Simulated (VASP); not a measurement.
The system is Nb.

```
Nb
1.0
    -1.63574    1.63574    1.63574
     1.63574   -1.63574    1.63574
     1.63574    1.63574   -1.63574
Nb
1
Cartesian
  0.0000 0.0000 0.0000
```

This cell differs from its parent crystal: volume scaled by 0.95.

Base run:

| Property | Result |
| --- | --- |
| Program | VASP 6.6.1 |
| Functional | PBE |
| Potentials or basis | VASP PAW PBE potentials, release 64 (Nb_sv) |
| Cutoff | 520 eV |
| k mesh | 15 × 15 × 15 |
| Occupations | fermi-dirac, width 0.03 eV |
| Spin | no spin polarisation |

Its results: pressure 6.4 GPa.

The run is repeated on the same cell with these changes: cutoff from 520 eV to 400 eV; further incar settings from ALGO = Normal; EDIFF = 1e-07; NBANDS = 12 to ALGO = Normal; EDIFF = 1e-08; NBANDS = 12. What comes out?

Pressure 5.8 GPa.
